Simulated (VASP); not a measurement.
A run of VASP 6.6.1 is set up as follows.

Contents of INCAR:

```
ALGO = Normal ; EDIFF = 1E-7
EDIFFG = -0.01 ; ENCUT = 600
GGA = PS ; GGA_COMPAT = F
IBRION = 2 ; ISIF = 8
ISMEAR = 0 ; ISPIN = 2
LASPH = T ; LCHARG = F
LMAXMIX = 4 ; LORBIT = 11
LREAL = F ; LWAVE = F
MAGMOM = 4 0 ; NELM = 200
NELMIN = 4 ; NSW = 80
PREC = Accurate ; SIGMA = 0.05
```

The input KPOINTS:

```
k-points
0
Gamma
  6 6 6
```

File POSCAR:

```
MnZn
1.0
    3.0700000000      0.0000000000      0.0000000000
    0.0000000000      3.0700000000      0.0000000000
    0.0000000000      0.0000000000      3.0700000000
Mn Zn
1 1
Direct
    0.0000000000      0.0000000000      0.0000000000
    0.5000000000      0.5000000000      0.5000000000
```

Potentials or basis: VASP PAW PBE potentials, release 64 (Mn_sv, Zn).

Command:

```console
$ cat potpaw_PBE.64/Mn_sv/POTCAR potpaw_PBE.64/Zn/POTCAR > POTCAR
$ mpirun -np 1 vasp_std > vasp.out
```

(1) Estimate the relaxed cell.

(2) Estimate the site moments.

(3) Predict the net moment.

(4) What does it give for the space group after relaxing (to 0.1 Å)?

Results:

(1) a = 2.936 Å, b = 2.936 Å, c = 2.936 Å, α = 90.00°, β = 90.00°, γ = 90.00°.

(2) Mn +2.67; Zn -0.05 μB.

(3) 2.79 μB per cell.

(4) Pm-3m (No. 221).
